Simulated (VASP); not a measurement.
# TiNb2As3 (P6/mmm) in VASP: further runs, part 2 of 2

VASP 6.6.1. Earlier steps stand in the parts before.

### Step 4. Relaxation of cell and atoms, PBE

This run uses another cell than the first one, of 18.95 Å³/atom, 1.009 times its volume.

Contents of INCAR:

```
SYSTEM = TiNb2As3
ALGO = Normal ; EDIFF = 1E-7
EDIFFG = -0.04 ; ENCUT = 500
GGA = PE ; GGA_COMPAT = .FALSE.
IBRION = 2 ; ISIF = 3
ISMEAR = 0 ; LASPH = .TRUE.
LCHARG = .FALSE. ; LREAL = .FALSE.
LWAVE = .FALSE. ; NELM = 120
NELMIN = 4 ; NSW = 90
PREC = Accurate ; SIGMA = 0.1
```

Contents of KPOINTS:

```
k-points
0
G
  6 6 4
  0 0 0
```

Contents of POSCAR:

```
TiNb2As3
1.0
    5.6454797013      0.0000000000      0.0000000000
   -2.8227398507      4.8891288379      0.0000000000
    0.0000000000      0.0000000000      4.1184654529
Ti Nb As
1 2 3
Direct
    0.0000000000      0.0000000000      0.0000000000
    0.3333333333      0.6666666667      0.0000000000
    0.6666666667      0.3333333333      0.0000000000
    0.5000000000      0.0000000000      0.5000000000
    0.5000000000      0.5000000000      0.5000000000
    0.0000000000      0.5000000000      0.5000000000
```

Potentials or basis: VASP PAW PBE potentials, release 64 (Ti_sv, Nb_sv, As).

Command:

```
> cat potpaw_PBE.64/Ti_sv/POTCAR potpaw_PBE.64/Nb_sv/POTCAR potpaw_PBE.64/As/POTCAR > POTCAR
> mpirun -np 1 vasp_std > vasp.out
```

OUTCAR:

```text
SYSTEM = TiNb2As3
   EDIFF = 1E-7
   EDIFFG = -0.04
   ENCUT = 500
   GGA = PE
   IBRION = 2
   ISIF = 3
   ISMEAR = 0
   LASPH = .TRUE.
   LREAL = .FALSE.
   NELM = 120
   NELMIN = 4
   NSW = 90
   PREC = Accurate

 ion  position               nearest neighbor table
   1  0.000  0.000  0.000-
   2  0.333  0.667  0.000-   6 2.63   6 2.63   4 2.63   4 2.63   5 2.63   5 2.63
   3  0.667  0.333  0.000-   6 2.63   6 2.63   4 2.63   4 2.63   5 2.63   5 2.63
   4  0.500  0.000  0.500-   2 2.63   3 2.63   2 2.63   3 2.63   6 2.82   6 2.82   5 2.82   5 2.82

   5  0.500  0.500  0.500-   2 2.63   3 2.63   2 2.63   3 2.63   6 2.82   6 2.82   4 2.82   4 2.82

   6  0.000  0.500  0.500-   2 2.63   3 2.63   2 2.63   3 2.63   4 2.82   4 2.82   5 2.82   5 2.82

[... 196 lines left out ...]
  --------------------------------------------------------------------------------------
  -------------------------------------------------------------------------------------
  Total       -0.9012797     -0.9012797      2.5008090      0.0000000     -0.0000000      0.0000000
  in kB      -12.7028869    -12.7028869     35.2470963      0.0000000     -0.0000000      0.0000000
  external PRESSURE =       3.2804408 kB  Pullay stress =       0.0000000 kB
[... 147 lines left out ...]
--------------------------------------- Ionic step        5  -------------------------------------------

 number of electron      53.0000003 magnetization

 Free energy of the ion-electron system (eV)
  ---------------------------------------------------
  ext. energy  EPLUGINS =         0.00000000
  ---------------------------------------------------
  free energy    TOTEN  =       -41.64953429 eV

  energy without entropy =      -41.61580906  energy(sigma->0) =      -41.63267168

 E-fermi :   8.7218     XC(G=0): -11.2240

 val. band max:        8.7036402976   @ k =   0.3333   0.1667   0.0000
 cond. band min:       8.7312453350   @ k =   0.1667   0.1667   0.0000
 fundamental gap:      0.0276050375
 Fermi energy:         8.7218078429

 k-point     1 :       0.0000    0.0000    0.0000
  band No.  band energies     occupation
      1     -48.8925      2.00000
      2     -46.4859      2.00000
      3     -46.4429      2.00000
      4     -25.2262      2.00000
      5     -25.0906      2.00000
      6     -25.0906      2.00000
[... 736 lines left out ...]
  FREE ENERGIE OF THE ION-ELECTRON SYSTEM (eV)
  ---------------------------------------------------
  free  energy   TOTEN  =       -41.6495342947 eV

  energy  without entropy=      -41.6158090603  energy(sigma->0) =      -41.63267168

 reached required accuracy - stopping structural energy minimisation
```

CONTCAR:

```text
TiNb2As3
   1.00000000000000
     5.5406692095211527    0.0000000000010596   -0.0000000000000000
    -2.7703346048087307    4.7983602894344779    0.0000000000000000
     0.0000000000000000   -0.0000000000000000    4.2414846872175485
  Ti              Nb              As
     1     2     3
Direct
     0.0000000000000000    1.0000000000000000    0.0000000000000000
     0.3333333332999970    0.6666666667000030    0.0000000000000000
     0.6666666667000030    0.3333333332999970    0.0000000000000000
     0.5000000000000000    0.0000000000000000    0.5000000000000000
     0.5000000000000000    0.5000000000000000    0.5000000000000000
     0.0000000000000000    0.5000000000000000    0.5000000000000000

  0.00000000E+00  0.00000000E+00  0.00000000E+00
  0.00000000E+00  0.00000000E+00  0.00000000E+00
  0.00000000E+00  0.00000000E+00  0.00000000E+00
  0.00000000E+00  0.00000000E+00  0.00000000E+00
  0.00000000E+00  0.00000000E+00  0.00000000E+00
  0.00000000E+00  0.00000000E+00  0.00000000E+00
```

Run time: 7.3 min. Hardware: 1 thread of Intel Xeon 6975P-C, shared host; peak memory 0.27 GiB.

What came out:

```
Free energy                            : -41.6495 eV
Relaxed volume                         : 18.79 Å³/atom
Relaxed cell                           : a = 5.541 Å, b = 5.541 Å, c = 4.241 Å, α = 90.00°, β = 90.00°, γ = 120.00°
Space group after relaxing (to 0.05 Å) : P6/mmm (No. 191)
Energy gained by relaxing              : 9.1 meV/atom
Ionic steps                            : 5
Pressure after relaxing                : -0.1 GPa
```

Step by step:
| step | energy change (eV) | largest force (eV/Å) | pressure (GPa) | volume (Å³) |
| --- | --- | --- | --- | --- |
| 1 | 0.0000 | 0.0000 | 0.33 | 113.68 |
| 2 | -0.0406 | 0.0000 | -1.14 | 114.29 |
| 3 | -0.0441 | 0.0000 | -1.63 | 114.51 |
| 4 | -0.0479 | 0.0000 | 1.14 | 111.43 |
| 5 | -0.0544 | 0.0000 | -0.12 | 112.76 |

Final structure:
```yaml
crystal:
  lattice:
    - [5.54067, 0.00000, 0.00000]
    - [-2.77033, 4.79836, 0.00000]
    - [0.00000, 0.00000, 4.24148]
  atoms:
    - { symbol: Ti, position: [0.00000, 0.00000, 0.00000] }
    - { symbol: Nb, position: [0.33333, 0.66667, 0.00000] }
    - { symbol: Nb, position: [0.66667, 0.33333, 0.00000] }
    - { symbol: As, position: [0.50000, 0.00000, 0.50000] }
    - { symbol: As, position: [0.50000, 0.50000, 0.50000] }
    - { symbol: As, position: [0.00000, 0.50000, 0.50000] }
```

Levels at points of the mesh, in eV from the Fermi level:
```tsv
k point	band 23	band 24	band 25	band 26	band 27	band 28	band 29	band 30
(0.00, 0.00, 0.00)	-0.78	-0.78	-0.73	-0.17	-0.17	0.29	0.29	0.33
(0.50, 0.00, 0.00)	-2.38	-0.88	-0.56	-0.53	0.26	0.52	0.71	0.74
(0.00, 0.00, 0.50)	-1.42	-1.42	-0.42	0.11	0.11	0.51	0.51	1.04
(0.50, 0.00, 0.50)	-1.99	-1.96	-0.98	-0.82	-0.78	-0.77	0.39	0.92
```

Caveat: the k points lie up to 0.37 Å⁻¹ apart in the final cell.

### Step 5. Single point, PBE, collinear spin, ferromagnetic start

Contents of INCAR:

```
PREC = Accurate
ENCUT = 500
EDIFF = 1E-6
ISMEAR = 0
SIGMA = 0.1
LREAL = F
LASPH = T
NELM = 200
ALGO = Normal
ISIF = 2
LWAVE = F
LCHARG = T
ISPIN = 2
MAGMOM = 1 1 1 0 0 0
LORBIT = 11
LMAXMIX = 4
GGA = PE
LELF = T
LVHAR = T
NBANDS = 40
GGA_COMPAT = F
```

Contents of KPOINTS:

```
Automatic mesh
0
Gamma
  6 6 4
```

POSCAR: that of step 4 with these lines changed.

```diff
@@ -2,5 +2,5 @@
 1.0
-    5.6454797013      0.0000000000      0.0000000000
-   -2.8227398507      4.8891288379      0.0000000000
-    0.0000000000      0.0000000000      4.1184654529
+    5.5404521702      0.0000000000      0.0000000000
+   -2.7702260851      4.7981723278      0.0000000000
+    0.0000000000      0.0000000000      4.2397968741
 Ti Nb As
```

Command:

```
> cat potpaw_PBE.64/Ti_sv/POTCAR potpaw_PBE.64/Nb_sv/POTCAR potpaw_PBE.64/As/POTCAR > POTCAR
> mpirun -np 1 vasp_std > vasp.out
```

It took 5.1 min on 1 thread of Intel Xeon 6975P-C, shared host; peak memory 0.34 GiB.

It converged, with:

| Item | Value |
| --- | --- |
| Free energy | -41.6497 eV |
| Pressure | 0.0 GPa |
| Net moment | 0.00 μB per cell |
| Valence electrons inside the program's atomic spheres | Ti 10.02; Nb 10.72; As 2.80 |

Stress tensor (GPa, compression positive):
```
 0.02  0.00  0.00
 0.00  0.02  0.00
 0.00  0.00 -0.14
```

Levels at points of the mesh, in eV from the Fermi level:
Spin up:
```csv
k point,band 24,band 25,band 26,band 27,band 28,band 29
"(0.00, 0.00, 0.00)",-0.78,-0.73,-0.17,-0.17,0.29,0.29
"(0.50, 0.00, 0.00)",-0.88,-0.56,-0.53,0.26,0.52,0.71
"(0.00, 0.00, 0.50)",-1.42,-0.42,0.11,0.11,0.51,0.51
"(0.50, 0.00, 0.50)",-1.96,-0.98,-0.82,-0.78,-0.77,0.39
```
Spin down:
```csv
k point,band 23,band 24,band 25,band 26,band 27,band 28,band 29,band 30
"(0.00, 0.00, 0.00)",-0.78,-0.78,-0.73,-0.17,-0.17,0.29,0.29,0.34
"(0.50, 0.00, 0.00)",-2.39,-0.88,-0.56,-0.53,0.26,0.52,0.71,0.74
"(0.00, 0.00, 0.50)",-1.42,-1.42,-0.42,0.11,0.11,0.51,0.51,1.04
"(0.50, 0.00, 0.50)",-1.99,-1.96,-0.98,-0.82,-0.78,-0.77,0.39,0.93
```

Caveat: the k points lie up to 0.37 Å⁻¹ apart.

### Step 6. Overview

| task | spin | cell | k mesh | gap on the mesh (eV) | pressure (GPa) | relaxed volume (Å³/atom) |
| --- | --- | --- | --- | --- | --- | --- |
| single point | off | a = 5.540, b = 5.540, c = 4.240 Å, angles 90.0, 90.0, 120.0°, 6 atoms | 6 × 6 × 4 | none | 0.0 | - |
| relaxation of cell and atoms | off | relaxed from a = 5.928, b = 5.928, c = 3.591 Å, angles 90.0, 90.0, 120.0°, 6 atoms | 3 × 3 × 6 | none | 0.0 | 18.98 |
| relaxation of cell and atoms | off | relaxed from a = 5.645, b = 5.645, c = 4.118 Å, angles 90.0, 90.0, 120.0°, 6 atoms | 6 × 6 × 4 | none | -0.1 | 18.79 |
| single point | collinear, ferromagnetic start | a = 5.540, b = 5.540, c = 4.240 Å, angles 90.0, 90.0, 120.0°, 6 atoms | 6 × 6 × 4 | none | 0.0 | - |

Alike in all rows: level PBE; potentials or basis VASP PAW PBE potentials, release 64 (Ti_sv, Nb_sv, As); cutoff (eV) 500; smearing gaussian 0.1 eV.

Caveats: all runs use coarse meshes.

Absolute energies hang on the potentials; compare differences alone.
